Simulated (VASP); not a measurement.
# GaSb (F-43m) in VASP: single point with r2SCAN

Aim: the single point of GaSb with r2SCAN.

Program: VASP 6.6.1. These are calculated values, not measurements. Logs are shortened: lines on timing, memory, paths and dates and some standing lists are left out, and cuts for length are marked.

## (1) The cell of the first run

Symmetry: F-43m, No. 216, cubic system. The conventional cell has a = 6.112 Å, b = 6.112 Å, c = 6.112 Å, α = 90.00°, β = 90.00°, γ = 90.00°. Within 3.5 Å of Ga (site symmetry -43m) lie 4 Sb at 2.65 Å. Within 3.5 Å of Sb (site symmetry -43m) lie 4 Ga at 2.65 Å.

## (2) Single point, r2SCAN

Contents of POSCAR:

```
GaSb
1.0
    0.0000000000      3.0558829845      3.0558829845
    3.0558829845      0.0000000000      3.0558829845
    3.0558829845      3.0558829845      0.0000000000
Ga Sb
1 1
Direct
    0.0000000000      0.0000000000      0.0000000000
    0.2500000000      0.2500000000      0.2500000000
```

Contents of INCAR.step1:

```
  PREC = Accurate
  ENCUT = 550
  ISMEAR = 0
  SIGMA = 0.1
  LREAL = F
  LASPH = T
  NELM = 120
  NBANDS = 16
  GGA = PE
  ALGO = Normal
  EDIFF = 1E-5
  LWAVE = T
  LCHARG = F
  GGA_COMPAT = F
```

Contents of INCAR.step2:

```
  PREC = Accurate
  ENCUT = 550
  EDIFF = 1E-6
  ISMEAR = 0
  SIGMA = 0.1
  LREAL = F
  LASPH = T
  NELM = 120
  ALGO = Normal
  ISIF = 2
  LWAVE = F
  LCHARG = T
  METAGGA = R2SCAN
  LMIXTAU = T
  LELF = T
  LVHAR = T
  NBANDS = 16
  ISTART = 1
  GGA_COMPAT = F
```

Contents of KPOINTS:

```
Automatic mesh
0
Gamma
  12 12 12
```

Potentials or basis: VASP PAW PBE potentials, release 64 (Ga_d, Sb).

The run is started by

```
cat potpaw_PBE.64/Ga_d/POTCAR potpaw_PBE.64/Sb/POTCAR > POTCAR
cp INCAR.step1 INCAR
mpirun -np 1 vasp_std > vasp.out
cp INCAR.step2 INCAR
mpirun -np 1 vasp_std > vasp.out
```

OUTCAR:

```text
PREC = Accurate
   ENCUT = 550
   EDIFF = 1E-6
   ISMEAR = 0
   LREAL = F
   LASPH = T
   NELM = 120
   ISIF = 2
   METAGGA = R2SCAN
   ISTART = 1

 ion  position               nearest neighbor table
   1  0.000  0.000  0.000-   2 2.65   2 2.65   2 2.65   2 2.65
   2  0.250  0.250  0.250-   1 2.65   1 2.65   1 2.65   1 2.65

  LATTYP: Found a face centered cubic cell.
 ALAT       =     6.1117659690

  Lattice vectors:

 A1 = (   0.0000000000,   3.0558829845,   3.0558829845)
 A2 = (   3.0558829845,   0.0000000000,   3.0558829845)
 A3 = (   3.0558829845,   3.0558829845,   0.0000000000)

Analysis of symmetry for initial positions (statically):
=====================================================================
 Subroutine PRICEL returns:
 Original cell was already a primitive cell.

 Routine SETGRP: Setting up the symmetry group for a
 face centered cubic supercell.

 Subroutine GETGRP returns: Found 24 space group operations
 (whereof 24 operations were pure point group operations)
 out of a pool of 48 trial point group operations.

The static configuration has the point symmetry T_d .

Analysis of symmetry for dynamics (positions and initial velocities):
=====================================================================
 Subroutine PRICEL returns:
 Original cell was already a primitive cell.

 Routine SETGRP: Setting up the symmetry group for a
 face centered cubic supercell.

 Subroutine GETGRP returns: Found 24 space group operations
 (whereof 24 operations were pure point group operations)
 out of a pool of 48 trial point group operations.

The dynamic configuration has the point symmetry T_d .

 Subroutine INISYM returns: Found 24 space group operations
 (whereof 24 operations are pure point group operations),
 and found     1 'primitive' translations

----------------------------------------------------------------------------------------

                                     Primitive cell

  volume of cell :      57.0742

  direct lattice vectors                    reciprocal lattice vectors
     0.000000000  3.055882985  3.055882985    -0.163618830  0.163618830  0.163618830
     3.055882985  0.000000000  3.055882985     0.163618830 -0.163618830  0.163618830
     3.055882985  3.055882985  0.000000000     0.163618830  0.163618830 -0.163618830

  length of vectors
     4.321671162  4.321671162  4.321671162     0.283396127  0.283396127  0.283396127

[... 73 lines left out ...]
   ICHARG =      0    charge: 1-file 2-atom 10-const
   ISPIN  =      1    spin polarized calculation?
   LNONCOLLINEAR =      F non collinear calculations
   LSORBIT =      F    spin-orbit coupling
   LASPH  =      T    aspherical Exc in radial PAW
   ENCUT  =  550.0 eV  40.42 Ry    6.36 a.u.   8.26  8.26  8.26*2*pi/ulx,y,z
   NELM   =    120;   NELMIN=  2; NELMDL=  0     # of ELM steps
   EDIFF  = 0.1E-05   stopping-criterion for ELM
   LREAL  =      F    real-space projection
[... 7 lines left out ...]
   TEBEG  =    0.0;   TEEND  =   0.0 temperature during run
   PSTRESS=    0.0 pullay stress
   NELECT =      18.0000    total number of electrons
   NUPDOWN=      -1.0000    fix difference up-down
   EMIN   =  10.00;   EMAX   =-10.00  energy-range for DOS
   EFERMI =   0.00;   METHOD = LEGACY
   ISMEAR =     0;   SIGMA  =   0.10  broadening in eV -4-tet -1-fermi 0-gaus
   EFERMI_NEDOS =   21; number of points for ismear=-14 and -15
   IALGO  =     38    algorithm
   IMIX   =      4    mixing-type and parameters
     AMIX     =   0.40;   BMIX     =  1.00
     AMIX_MAG =   1.60;   BMIX_MAG =  1.00
  volume/ion in A,a.u.               =      28.54       192.58
  Fermi-wavevector in a.u.,A,eV,Ry     =   1.114343  2.105803 16.895179  1.241761
  Thomas-Fermi vector in A             =   2.250937
   LORBIT       =      0    0 simple, 1 ext, 2 COOP (PROOUT), +10 PAW based schemes
   METAGGA = R2SCAN    functional components
   LHFCALC =     F    Hartree Fock is set to
   AEXX    =    0.0000 exact exchange contribution
   IVDW    =     0    specifies the selected vdW correction
   LEPSILON=     F    determine dielectric tensor
   LRPA    =     F    only Hartree local field effects (RPA)
 non-spin polarized calculation
 Gauss-broadening in eV      SIGMA  =   0.10
  energy-cutoff  :      550.00
  volume of cell :       57.07
 maximum number of plane-waves:      1700
 NGX is ok and might be reduce to    36
   NGX = 17   NGY = 17   NGZ = 17

 number of electron      18.0000006 magnetization

 Free energy of the ion-electron system (eV)
  ---------------------------------------------------
  ext. energy  EPLUGINS =         0.00000000
  ---------------------------------------------------
  free energy    TOTEN  =       -37.60485981 eV

  energy without entropy =      -37.60485939  energy(sigma->0) =      -37.60485960

 E-fermi :   4.9630     XC(G=0):  -9.7362

 val. band max:        4.7159798075   @ k =   0.0000   0.0000   0.0000
 cond. band min:       5.1884914108   @ k =   0.0000   0.0000   0.0000
 fundamental gap:      0.4725116032
 Fermi energy:         4.9630368290

 k-point     1 :       0.0000    0.0000    0.0000
  band No.  band energies     occupation
      1     -10.7851      2.00000
      2     -10.7851      2.00000
      3     -10.7851      2.00000
      4     -10.7277      2.00000
      5     -10.7277      2.00000
      6      -7.2384      2.00000
[... 433 lines left out ...]
      3     -10.7696      2.00000
      4     -10.7294      2.00000
      5     -10.7278      2.00000
      6      -5.3037      2.00000
[... 8 lines left out ...]
     15      13.9225      0.00000
     16      14.4873      0.00000

 [... further k-points ...]

------------------------ aborting loop because EDIFF is reached ----------------------------------------

  FORCE on cell =-STRESS in cart. coord.  units (eV):
  Direction    XX          YY          ZZ          XY          YZ          ZX
  --------------------------------------------------------------------------------------
  -------------------------------------------------------------------------------------
  Total        0.2272300      0.2272300      0.2272300      0.0000000      0.0000000      0.0000000
  in kB        6.3787574      6.3787574      6.3787574      0.0000000      0.0000000      0.0000000
  external PRESSURE =       6.3787574 kB  Pullay stress =       0.0000000 kB

 VOLUME and BASIS-vectors are now :
 -----------------------------------------------------------------------------
  energy-cutoff  :      550.00
  volume of cell :       57.07
      direct lattice vectors                 reciprocal lattice vectors
     0.000000000  3.055882985  3.055882985    -0.163618830  0.163618830  0.163618830
     3.055882985  0.000000000  3.055882985     0.163618830 -0.163618830  0.163618830
     3.055882985  3.055882985  0.000000000     0.163618830  0.163618830 -0.163618830

 POSITION                                       TOTAL-FORCE (eV/Angst)
 -----------------------------------------------------------------------------------
      0.00000      0.00000      0.00000         0.000000      0.000000      0.000000
      1.52794      1.52794      1.52794        -0.000000     -0.000000     -0.000000
 -----------------------------------------------------------------------------------
    total drift:                                0.000000      0.000000      0.000000

  FREE ENERGIE OF THE ION-ELECTRON SYSTEM (eV)
  ---------------------------------------------------
  free  energy   TOTEN  =       -37.6048598100 eV

  energy  without entropy=      -37.6048593881  energy(sigma->0) =      -37.60485960
```

OSZICAR.step1:

```text
N       E                     dE             d eps       ncg     rms          rms(c)
DAV:   1     0.883017722886E+02    0.88302E+02   -0.87654E+03  2304   0.142E+03
DAV:   2    -0.312358935905E+00   -0.88614E+02   -0.84922E+02  2720   0.321E+02
DAV:   3    -0.727575919053E+01   -0.69634E+01   -0.69472E+01  2728   0.680E+01
DAV:   4    -0.740188422266E+01   -0.12613E+00   -0.12611E+00  2912   0.103E+01
DAV:   5    -0.740470428521E+01   -0.28201E-02   -0.28200E-02  2904   0.138E+00    0.320E+00
DAV:   6    -0.736160294252E+01    0.43101E-01   -0.61740E-02  3368   0.389E+00    0.191E+00
DAV:   7    -0.734850320771E+01    0.13100E-01   -0.38260E-02  2688   0.158E+00    0.342E-01
DAV:   8    -0.734945827743E+01   -0.95507E-03   -0.43098E-03  2992   0.754E-01    0.838E-02
DAV:   9    -0.734993567789E+01   -0.47740E-03   -0.67108E-04  2704   0.198E-01    0.332E-02
DAV:  10    -0.734996178482E+01   -0.26107E-04   -0.34687E-05  3024   0.378E-02    0.894E-03
DAV:  11    -0.734998281506E+01   -0.21030E-04   -0.28917E-05  2600   0.350E-02    0.636E-03
DAV:  12    -0.734998346684E+01   -0.65177E-06   -0.12360E-06  2272   0.864E-03
   1 F= -.73499835E+01 E0= -.73499272E+01  d E =-.112500E-03
```

It took 3.2 min on 1 thread of Intel Xeon Platinum 8259CL at 2.50GHz (Skylake/Cascade Lake), shared host; peak memory 0.26 GiB.

What came out:

| Item | Value |
| --- | --- |
| Free energy | -37.6049 eV |
| Pressure | 0.6 GPa |
| Band gap on the k mesh | 0.47 eV |

Levels at points of the mesh, in eV from the valence-band top:
```
           k point  band 5  band 6  band 7  band 8  band 9  band 10  band 11  band 12  band 13  band 14
(0.00, 0.00, 0.00)  -15.44  -11.95    0.00    0.00    0.00     0.47     2.98     2.98     2.98     6.36
(0.50, 0.00, 0.00)  -15.44  -10.23   -6.60   -1.22   -1.22     0.69     4.01     4.01     6.92    10.00
(0.50, 0.50, 0.00)  -15.44   -9.33   -7.06   -2.71   -2.71     1.12     1.47     9.28     9.28    10.82
```

Caveat: semilocal functionals underestimate gaps, and a narrow one can read as zero; the PAW data sets were made with another functional, which shifts forces and pressure a little; spin-orbit coupling is left out, which moves the levels of the heavy elements.
